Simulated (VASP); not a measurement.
Crystal: TiB2.

```
Ti B
1.0
     3.02920    0.00000    0.00000
    -1.51460    2.62336    0.00000
     0.00000    0.00000    3.22840
Ti B
1 2
Direct
  0.00000 0.00000 0.00000
  0.33333 0.66667 0.50000
  0.66667 0.33333 0.50000
```

* Program: VASP 6.6.1
* Task: relaxation of cell and atoms
* Functional: PBEsol
* Potentials or basis: VASP PAW PBE potentials, release 64 (Ti_sv, B)
* Cutoff: 600 eV
* k mesh: 18 × 18 × 14
* Occupations: gaussian, width 0.1 eV
* Spin: no spin polarisation

At the start: pressure -4.8 GPa; volume 8.55 Å³/atom.

**Question.** Where does the relaxation end?

**Answer.** Over 4 steps the energy falls by 3.1 meV/atom and the volume is 8.38 Å³/atom (-2.0 %); space group P6/mmm (No. 191, to 0.05 Å).

Step by step:
```csv
step,energy change (eV),largest force (eV/Å),pressure (GPa),volume (Å³)
1,0.0000,0.0000,-4.82,25.66
2,-0.0026,0.0000,4.88,24.71
3,-0.0086,0.0000,0.31,25.13
4,-0.0093,0.0000,0.01,25.14
```

Final structure:
```
Ti B
1.0
     3.01867    0.00000    0.00000
    -1.50934    2.61425    0.00000
     0.00000    0.00000    3.18613
Ti B
1 2
Cartesian
  3.0187 0.0000 3.1861
  0.0000 1.7428 1.5931
  1.5093 0.8714 1.5931
```

Caveat: the PAW data sets were made with another functional, which shifts forces and pressure a little.
